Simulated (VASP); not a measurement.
# CoSi2 (Fm-3m) in VASP: a series of runs

The runs below take CoSi2 through single point, with PBEsol.

Everything below comes from runs of VASP 6.6.1. Logs are shortened: lines on timing, memory, paths and dates and some standing lists are left out, and cuts for length are marked.

## (1) The cell of the first run

It takes space group Fm-3m (No. 225, cubic). The conventional cell has a = 5.313 Å, b = 5.313 Å, c = 5.313 Å, α = 90.00°, β = 90.00°, γ = 90.00°. Within 3.0 Å of Co (site symmetry m-3m) lie 8 Si at 2.30 Å. Within 3.0 Å of Si (site symmetry -43m) lie 4 Co at 2.30 Å and 6 Si at 2.66 Å.

## (2) Single point, PBEsol, collinear spin, ferromagnetic start (12.50 Å³/atom)

INCAR

```
SYSTEM = CoSi2
PREC = Accurate ; ENCUT = 520
EDIFF = 1E-6 ; ISMEAR = 0
SIGMA = 0.15 ; LREAL = .FALSE.
LASPH = .TRUE. ; NELM = 150
ALGO = Normal ; ISIF = 2
LWAVE = .FALSE. ; LCHARG = .TRUE.
ISPIN = 2 ; MAGMOM = 1.375 0 0
LORBIT = 11 ; NUPDOWN = 1.375
LMAXMIX = 4 ; GGA = PS
LELF = .TRUE. ; LVHAR = .TRUE.
NBANDS = 20
```

KPOINTS

```
Automatic mesh
0
G
  14 14 14
  0 0 0
```

POSCAR

```
CoSi2
1.0
    0.0000000000      2.6563531747      2.6563531747
    2.6563531747      0.0000000000      2.6563531747
    2.6563531747      2.6563531747      0.0000000000
Co Si
1 2
Direct
    0.0000000000      0.0000000000      0.0000000000
    0.2500000000      0.2500000000      0.2500000000
    0.7500000000      0.7500000000      0.7500000000
```

Potentials or basis: VASP PAW PBE potentials, release 64 (Co, Si).

Launch:

```console
> cat potpaw_PBE.64/Co/POTCAR potpaw_PBE.64/Si/POTCAR > POTCAR
> mpirun -np 1 vasp_std > vasp.out
```

OUTCAR:

```text
SYSTEM = CoSi2
   PREC = Accurate
   ENCUT = 520
   EDIFF = 1E-6
   ISMEAR = 0
   LREAL = .FALSE.
   LASPH = .TRUE.
   NELM = 150
   ISIF = 2
   ISPIN = 2
   LORBIT = 11
   NUPDOWN = 1.375
   GGA = PS

 ion  position               nearest neighbor table
   1  0.000  0.000  0.000-   3 2.30   3 2.30   3 2.30   2 2.30   3 2.30   2 2.30   2 2.30   2 2.30

   2  0.250  0.250  0.250-   1 2.30   1 2.30   1 2.30   1 2.30   3 2.66   3 2.66   3 2.66   3 2.66
                             3 2.66   3 2.66
   3  0.750  0.750  0.750-   1 2.30   1 2.30   1 2.30   1 2.30   2 2.66   2 2.66   2 2.66   2 2.66
                             2 2.66   2 2.66

  LATTYP: Found a face centered cubic cell.
 ALAT       =     5.3127063494

  Lattice vectors:

 A1 = (   0.0000000000,   2.6563531747,   2.6563531747)
 A2 = (   2.6563531747,   0.0000000000,   2.6563531747)
 A3 = (   2.6563531747,   2.6563531747,   0.0000000000)

Analysis of symmetry for initial positions (statically):
=====================================================================
 Subroutine PRICEL returns:
 Original cell was already a primitive cell.

 Routine SETGRP: Setting up the symmetry group for a
 face centered cubic supercell.

 Subroutine GETGRP returns: Found 48 space group operations
 (whereof 48 operations were pure point group operations)
 out of a pool of 48 trial point group operations.

The static configuration has the point symmetry O_h .

Analysis of symmetry for dynamics (positions and initial velocities):
=====================================================================
 Subroutine PRICEL returns:
 Original cell was already a primitive cell.

 Routine SETGRP: Setting up the symmetry group for a
 face centered cubic supercell.

 Subroutine GETGRP returns: Found 48 space group operations
 (whereof 48 operations were pure point group operations)
 out of a pool of 48 trial point group operations.

The dynamic configuration has the point symmetry O_h .

Analysis of structural, dynamic, and magnetic symmetry:
=====================================================================
 Subroutine PRICEL returns:
 Original cell was already a primitive cell.

 Routine SETGRP: Setting up the symmetry group for a
 face centered cubic supercell.

 Subroutine GETGRP returns: Found 48 space group operations
 (whereof 48 operations were pure point group operations)
 out of a pool of 48 trial point group operations.

The overall configuration has the point symmetry O_h .

 Subroutine INISYM returns: Found 48 space group operations
 (whereof 48 operations are pure point group operations),
 and found     1 'primitive' translations

----------------------------------------------------------------------------------------

                                     Primitive cell

  volume of cell :      37.4876

  direct lattice vectors                    reciprocal lattice vectors
     0.000000000  2.656353175  2.656353175    -0.188227983  0.188227983  0.188227983
     2.656353175  0.000000000  2.656353175     0.188227983 -0.188227983  0.188227983
     2.656353175  2.656353175  0.000000000     0.188227983  0.188227983 -0.188227983

  length of vectors
     3.756650686  3.756650686  3.756650686     0.326020430  0.326020430  0.326020430

  position of ions in fractional coordinates (direct lattice)
     0.000000000  0.000000000  0.000000000
     0.250000000  0.250000000  0.250000000
     0.750000000  0.750000000  0.750000000

  ion indices of the primitive-cell ions
   primitive index   ion index
                 1           1
                 2           2
                 3           3

----------------------------------------------------------------------------------------

 KPOINTS: Automatic mesh

Automatic generation of k-mesh.
 Grid dimensions read from file:
 generate k-points for:   14   14   14

 Generating k-lattice:

  Cartesian coordinates                     Fractional coordinates (reciprocal lattice)
    -0.013444856  0.013444856  0.013444856     0.071428571  0.000000000  0.000000000
     0.013444856 -0.013444856  0.013444856     0.000000000  0.071428571  0.000000000
     0.013444856  0.013444856 -0.013444856     0.000000000  0.000000000  0.071428571

  Length of vectors
     0.023287174  0.023287174  0.023287174

  Shift w.r.t. Gamma in fractional coordinates (k-lattice)
     0.000000000  0.000000000  0.000000000

 Subroutine IBZKPT returns following result:
 ===========================================

 Found    104 irreducible k-points:

 Following reciprocal coordinates:
            Coordinates               Weight
  0.000000  0.000000  0.000000      1.000000
  0.071429  0.000000  0.000000      8.000000
  0.142857  0.000000  0.000000      8.000000
  0.214286  0.000000  0.000000      8.000000
  0.285714  0.000000  0.000000      8.000000
  0.357143  0.000000  0.000000      8.000000
[... 16 lines left out ...]
  0.214286  0.142857  0.000000     24.000000
  0.285714  0.142857  0.000000     24.000000
 [... further k-points ...]
   k-points           NKPTS =    104   k-points in BZ     NKDIM =    104   number of bands    NBANDS=     20
   number of dos      NEDOS =    301   number of ions     NIONS =      3
   total plane-waves  NPLWV =  21952
   dimension x,y,z NGX =    28 NGY =   28 NGZ =   28
   dimension x,y,z NGXF=    56 NGYF=   56 NGZF=   56
   ions per type =               1   2
   NGX,Y,Z   is equivalent  to a cutoff of  12.39, 12.39, 12.39 a.u.
   NGXF,Y,Z  is equivalent  to a cutoff of  24.78, 24.78, 24.78 a.u.
 SYSTEM =  CoSi2
   PREC   = accura    normal or accurate (medium, high low for compatibility)
   ISTART =      0    job   : 0-new  1-cont  2-samecut
   ICHARG =      2    charge: 1-file 2-atom 10-const
   ISPIN  =      2    spin polarized calculation?
   LNONCOLLINEAR =      F non collinear calculations
   LSORBIT =      F    spin-orbit coupling
   LASPH  =      T    aspherical Exc in radial PAW
   ENCUT  =  520.0 eV  38.22 Ry    6.18 a.u.   6.98  6.98  6.98*2*pi/ulx,y,z
   NELM   =    150;   NELMIN=  2; NELMDL= -5     # of ELM steps
   EDIFF  = 0.1E-05   stopping-criterion for ELM
   LREAL  =      F    real-space projection
   EDIFFG = 0.1E-04   stopping-criterion for IOM
   NSW    =      0    number of steps for IOM
   IBRION =     -1    ionic relax: 0-MD 1-quasi-New 2-CG
   NFREE  =      0    steps in history (QN), initial steepest desc. (CG)
   ISIF   =      2    stress and relaxation
   ISYM   =      2    0-nonsym 1-usesym 2-fastsym
   POTIM  = 0.5000    time-step for ionic-motion
   TEBEG  =    0.0;   TEEND  =   0.0 temperature during run
   PSTRESS=    0.0 pullay stress
   NELECT =      17.0000    total number of electrons
   NUPDOWN=       1.3750    fix difference up-down
   EMIN   =  10.00;   EMAX   =-10.00  energy-range for DOS
   EFERMI =   0.00;   METHOD = LEGACY
   ISMEAR =     0;   SIGMA  =   0.15  broadening in eV -4-tet -1-fermi 0-gaus
   EFERMI_NEDOS =   21; number of points for ismear=-14 and -15
   IALGO  =     38    algorithm
   IMIX   =      4    mixing-type and parameters
     AMIX     =   0.40;   BMIX     =  1.00
     AMIX_MAG =   1.60;   BMIX_MAG =  1.00
  volume/ion in A,a.u.               =      12.50        84.33
  Fermi-wavevector in a.u.,A,eV,Ry     =   1.257753  2.376808 21.523632  1.581942
  Thomas-Fermi vector in A             =   2.391396
   LORBIT       =     11    0 simple, 1 ext, 2 COOP (PROOUT), +10 PAW based schemes
   GGA     = PS    functional components
   LHFCALC =     F    Hartree Fock is set to
   AEXX    =    0.0000 exact exchange contribution
   IVDW    =     0    specifies the selected vdW correction
   LEPSILON=     F    determine dielectric tensor
   LRPA    =     F    only Hartree local field effects (RPA)
 spin polarized calculation
 Gauss-broadening in eV      SIGMA  =   0.15
  energy-cutoff  :      520.00
  volume of cell :       37.49
 maximum number of plane-waves:      1026
   NGX = 13   NGY = 13   NGZ = 13

 number of electron      17.0000005 magnetization       1.3750001

 Free energy of the ion-electron system (eV)
  ---------------------------------------------------
  ext. energy  EPLUGINS =         0.00000000
  ---------------------------------------------------
  free energy    TOTEN  =       -20.09963849 eV

  energy without entropy =      -20.07689007  energy(sigma->0) =      -20.08826428

 E-fermi :   9.8006     XC(G=0): -11.9660

 val. band max:       12.1212218778   @ k =   0.2857   0.1429   0.0000
 cond. band min:       9.8153360162   @ k =  -0.4286   0.2857   0.0714
 fundamental gap:     -2.3058858616
 Fermi energy:        12.1310577809

 spin component 1

 k-point     1 :       0.0000    0.0000    0.0000
  band No.  band energies     occupation
      1      -3.1157      1.00000
      2       5.8339      1.00000
      3       5.8339      1.00000
      4       5.8339      1.00000
      5       7.8779      1.00000
      6       7.8779      1.00000
[... 12 lines left out ...]
     19      20.6798      0.00000
     20      25.5022      0.00000
[... 507 lines left out ...]
 k-point    24 :       0.2857    0.1429    0.0000
  band No.  band energies     occupation
      1      -1.9723      1.00000
      2       4.2060      1.00000
      3       6.0038      1.00000
      4       6.0592      1.00000
      5       7.1485      1.00000
      6       8.0553      1.00000
[... 12 lines left out ...]
     19      24.9505      0.00000
     20      27.0946      0.00000

 [... further k-points ...]

 spin component 2

 k-point     1 :       0.0000    0.0000    0.0000
  band No.  band energies     occupation
      1      -2.8166      1.00000
      2       6.3524      1.00000
      3       6.3524      1.00000
      4       6.3524      1.00000
      5       8.5922      1.00000
      6       8.5922      1.00000
[... 12 lines left out ...]
     19      20.8564      0.00000
     20      25.8521      0.00000
[... 507 lines left out ...]
 k-point    24 :       0.2857    0.1429    0.0000
  band No.  band energies     occupation
      1      -1.6720      1.00000
      2       4.6005      1.00000
      3       6.4881      1.00000
      4       6.5633      1.00000
      5       7.7160      1.00000
      6       8.7809      1.00000
[... 12 lines left out ...]
     19      25.1894      0.00000
     20      27.4344      0.00000

 [... further k-points ...]
[... 5 lines left out ...]
  --------------------------------------------------------------------------------------
  -------------------------------------------------------------------------------------
  Total        1.9712240      1.9712240      1.9712240      0.0000000     -0.0000000     -0.0000000
  in kB       84.2479066     84.2479066     84.2479066      0.0000000     -0.0000000     -0.0000000
  external PRESSURE =      84.2479066 kB  Pullay stress =       0.0000000 kB

 VOLUME and BASIS-vectors are now :
 -----------------------------------------------------------------------------
  energy-cutoff  :      520.00
  volume of cell :       37.49
      direct lattice vectors                 reciprocal lattice vectors
     0.000000000  2.656353175  2.656353175    -0.188227983  0.188227983  0.188227983
     2.656353175  0.000000000  2.656353175     0.188227983 -0.188227983  0.188227983
     2.656353175  2.656353175  0.000000000     0.188227983  0.188227983 -0.188227983

 POSITION                                       TOTAL-FORCE (eV/Angst)
 -----------------------------------------------------------------------------------
      0.00000      0.00000      0.00000         0.000000      0.000000      0.000000
      1.32818      1.32818      1.32818        -0.000000     -0.000000     -0.000000
      3.98453      3.98453      3.98453         0.000000      0.000000      0.000000
 -----------------------------------------------------------------------------------
    total drift:                               -0.000000     -0.000000      0.000000

  FREE ENERGIE OF THE ION-ELECTRON SYSTEM (eV)
  ---------------------------------------------------
  free  energy   TOTEN  =       -20.0996384898 eV

  energy  without entropy=      -20.0768900725  energy(sigma->0) =      -20.08826428

 total charge

# of ion       s       p       d       tot
------------------------------------------
    1        0.558   0.750   7.596   8.904
    2        0.745   0.877   0.000   1.623
    3        0.745   0.877   0.000   1.623
--------------------------------------------------
tot          2.049   2.505   7.596  12.149

 magnetization (x)

# of ion       s       p       d       tot
------------------------------------------
    1        0.013   0.144   0.710   0.866
    2        0.036   0.073   0.000   0.110
    3        0.036   0.073   0.000   0.110
--------------------------------------------------
tot          0.085   0.290   0.710   1.086
```

Run time: 5.1 min. Hardware: 1 thread of Intel Xeon 8259CL, shared host; peak memory 0.25 GiB.

What came out:

| Property | Result |
| --- | --- |
| Free energy | -20.0996 eV |
| Pressure | 8.4 GPa |
| Net moment | 1.38 μB per cell |
| Site moments | Co +0.87; Si +0.11 μB |
| Valence electrons inside the program's atomic spheres | Co 8.90; Si 1.62 |

Caveat: the cell stands under pressure; the PAW data sets were made with another functional, which shifts forces and pressure a little; the total moment is fixed, so each spin has its own Fermi level.

## (3) Single point, PBEsol, collinear spin, ferromagnetic start (13.00 Å³/atom)

This run uses another cell than the first one, of 13.00 Å³/atom.

INCAR

```
SYSTEM = CoSi2
PREC     = Accurate       ! precision mode
ENCUT    = 520            ! plane-wave cutoff, eV
EDIFF    = 1E-7           ! SCF threshold, eV
ISMEAR   = 0              ! smearing method
SIGMA    = 0.15           ! smearing width, eV
LREAL    = .False.        ! projectors in reciprocal space
LASPH    = .True.         ! aspherical terms in the spheres
NELM     = 150            ! most SCF steps
ALGO     = Normal         ! electronic algorithm
ISIF     = 2              ! what is computed and relaxed
LWAVE    = .False.        ! write WAVECAR
LCHARG   = .False.        ! write CHGCAR
ISPIN    = 2              ! spin polarisation
MAGMOM   = 2.2 0 0        ! initial moments
LORBIT   = 11             ! projections on sites
NUPDOWN  = 2.2            ! fixed moment
LMAXMIX  = 4              ! l up to which the mixer works
GGA      = PS             ! functional
NBANDS   = 20             ! bands
```

KPOINTS

```
Automatic mesh
0
Gamma
  14 14 14
  0 0 0
```

POSCAR

```
CoSi2
1.0
    0.0000000000      2.6913302155      2.6913302155
    2.6913302155      0.0000000000      2.6913302155
    2.6913302155      2.6913302155      0.0000000000
Co Si
1 2
Direct
    0.0000000000      0.0000000000      0.0000000000
    0.2500000000      0.2500000000      0.2500000000
    0.7500000000      0.7500000000      0.7500000000
```

Potentials or basis: VASP PAW PBE potentials, release 64 (Co, Si).

Launch:

```console
> cat potpaw_PBE.64/Co/POTCAR potpaw_PBE.64/Si/POTCAR > POTCAR
> mpirun -np 1 vasp_std > vasp.out
```

Run time: 6.2 min. Hardware: 1 thread of Intel Xeon 8259CL, shared host; peak memory 0.26 GiB.

It converged, with:

| Quantity | Value |
| --- | --- |
| Free energy | -19.1385 eV |
| Pressure | 9.1 GPa |
| Net moment | 2.20 μB per cell |
| Site moments | Co +1.36; Si +0.18 μB |
| Valence electrons inside the program's atomic spheres | Co 8.74; Si 1.62 |

Caveat: the cell stands under pressure; the PAW data sets were made with another functional, which shifts forces and pressure a little; the total moment is fixed, so each spin has its own Fermi level.

## (4) Single point, PBEsol, collinear spin, ferromagnetic start (13.00 Å³/atom)

This run uses another cell than the first one, of 13.00 Å³/atom.

INCAR

```
SYSTEM = CoSi2
ALGO = Normal
EDIFF = 1E-7
ENCUT = 520
GGA = PS
ISIF = 2
ISMEAR = 0
ISPIN = 2
LASPH = .TRUE.
LCHARG = .FALSE.
LMAXMIX = 4
LORBIT = 11
LREAL = .FALSE.
LWAVE = .FALSE.
MAGMOM = 1.65 0 0
NBANDS = 20
NELM = 150
NUPDOWN = 1.65
PREC = Accurate
SIGMA = 0.15
```

KPOINTS

```
k-points
0
G
  14 14 14
  0 0 0
```

POSCAR is that of step 3.

Launch:

```console
> cat potpaw_PBE.64/Co/POTCAR potpaw_PBE.64/Si/POTCAR > POTCAR
> mpirun -np 1 vasp_std > vasp.out
```

Run time: 6.1 min. Hardware: 1 thread of Intel Xeon 8259CL, shared host; peak memory 0.26 GiB.

It converged, with:

| Quantity | Value |
| --- | --- |
| Free energy | -19.8352 eV |
| Pressure | 3.7 GPa |
| Net moment | 1.65 μB per cell |
| Site moments | Co +1.05; Si +0.13 μB |
| Valence electrons inside the program's atomic spheres | Co 8.78; Si 1.61 |

Caveat: the cell stands under pressure; the PAW data sets were made with another functional, which shifts forces and pressure a little; the total moment is fixed, so each spin has its own Fermi level.

## (5) Single point, PBEsol, collinear spin, ferromagnetic start (13.00 Å³/atom)

This run uses another cell than the first one, of 13.00 Å³/atom.

INCAR

```
ALGO = Normal ; EDIFF = 1E-6
ENCUT = 520 ; GGA = PS
ISIF = 2 ; ISMEAR = 0
ISPIN = 2 ; LASPH = T
LCHARG = F ; LMAXMIX = 4
LORBIT = 11 ; LREAL = F
LWAVE = F ; MAGMOM = 1.1 0 0
NBANDS = 20 ; NELM = 150
NUPDOWN = 1.1 ; PREC = Accurate
SIGMA = 0.15
```

KPOINTS

```
k-points
0
Gamma
  14 14 14
```

POSCAR is that of step 4.

Launch:

```console
> cat potpaw_PBE.64/Co/POTCAR potpaw_PBE.64/Si/POTCAR > POTCAR
> mpirun -np 1 vasp_std > vasp.out
```

Run time: 5.3 min. Hardware: 1 thread of Intel Xeon 8259CL, shared host; peak memory 0.26 GiB.

It converged, with:

```yaml
Free_energy: -20.4202 eV
Pressure: -1.9 GPa
Net_moment: 1.10 μB per cell
Site_moments: Co +0.69; Si +0.09 μB
Valence_electrons_inside_the_program's_atomic_spheres: Co 8.81; Si 1.59
```

Caveat: the PAW data sets were made with another functional, which shifts forces and pressure a little; the total moment is fixed, so each spin has its own Fermi level.

## (6) Overview

```csv
fixed moment (μB),cell,pressure (GPa),moment (μB)
1.375,"a = 3.757 Å, angles 60.0°, 3 atoms",8.4,1.38
2.2,"a = 3.806 Å, angles 60.0°, 3 atoms",9.1,2.20
1.65,"a = 3.806 Å, angles 60.0°, 3 atoms",3.7,1.65
1.1,"a = 3.806 Å, angles 60.0°, 3 atoms",-1.9,1.10
```

Alike in all rows: task single point; level PBEsol; potentials or basis VASP PAW PBE potentials, release 64 (Co, Si); spin collinear, ferromagnetic start; k mesh 14 × 14 × 14; cutoff (eV) 520; smearing gaussian 0.15 eV.

Caveats: the PAW data sets were made with another functional, which shifts forces and pressure a little; the total moment is fixed, so each spin has its own Fermi level; the cell stands under pressure (at least some runs).

Total energies depend on the potentials used, so only differences within one code and one set of settings carry meaning.
